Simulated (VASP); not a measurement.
A run of VASP 6.6.1 is set up as follows.

File INCAR:

```
PREC = Accurate
ENCUT = 600
EDIFF = 1E-6
ISMEAR = -1
SIGMA = 0.1
LREAL = False
LASPH = True
NELM = 80
ALGO = Normal
ISIF = 3
LWAVE = False
LCHARG = False
GGA = CA
IBRION = 2
NSW = 60
EDIFFG = -0.005
PSTRESS = 920.0
```

Contents of KPOINTS:

```
regular mesh
0
Gamma
  15 15 15
```

POSCAR

```
La
1.0
    2.5614677464      0.0000000000      0.0000000000
    0.0000000000      2.5614677464      0.0000000000
    0.0000000000      0.0000000000      2.5614677464
La
1
Direct
    0.0000000000      0.0000000000      0.0000000000
```

Potentials or basis: VASP PAW LDA potentials, release 64 (La).

The run is started by

```bash
$ cat potpaw_LDA.64/La/POTCAR > POTCAR
$ mpirun -np 1 vasp_std > vasp.out
```

Problem. What does it give for the space group after relaxing (to 0.05 Å)?

Solution. Pm-3m (No. 221).

Problem. Estimate the relaxed volume.

Solution. 17.18 Å³/atom.

Final structure:
```
La
1.0
     2.58045    0.00000    0.00000
     0.00000    2.58045    0.00000
     0.00000    0.00000    2.58045
La
1
Direct
  0.00000 0.00000 0.00000
```

Caveat: the cell is relaxed towards a set pressure, so the enthalpy falls and the energy may rise.
